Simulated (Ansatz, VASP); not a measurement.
## IrRu4 in VASP and in Ansatz

```
Ru Ir
1.0
    -3.02262    3.02262    1.91199
     3.02262   -3.02262    1.91199
     3.02262    3.02262   -1.91199
Ru Ir
4 1
Cartesian
  1.1995 2.4260 1.9120
  2.4260 -1.1995 1.9120
  0.5966 4.2221 0.0000
  1.8231 0.5966 0.0000
  0.0000 0.0000 1.9120
```

Alike in both runs: functional PBE; k mesh 12 × 12 × 12; occupations fermi-dirac, width 0.15 eV; no spin polarisation.

Ansatz relaxed the structure, and its values are those at the end. VASP's run is a single point on that final structure, the one shown.

|  | VASP | Ansatz |
| --- | --- | --- |
| version | VASP 6.6.1 | Ansatz 0.2.0 |
| potentials or method | VASP PAW PBE potentials, release 64 (Ru_pv, Ir), cutoff 520 eV | scalar-relativistic, plane waves, PAW |
| valence electrons in the cell | 65 | 81 |

|  | VASP | Ansatz | Ansatz less VASP |
| --- | --- | --- | --- |
| gap on the k mesh at the Fermi level (eV) | none | none | - |
| pressure (GPa) | -0.1 | 0.0 | +0.05 |
| rms of the force components (eV/Å) | 0.004 | 0.000 | -0.0043 |

A gap of «none» marks a metal or a gap that the smearing closes. VASP's potentials hold 65 valence electrons a cell and Ansatz's 81, so a difference there can come from the potentials and not from the codes.

Neither program's run includes spin-orbit coupling.
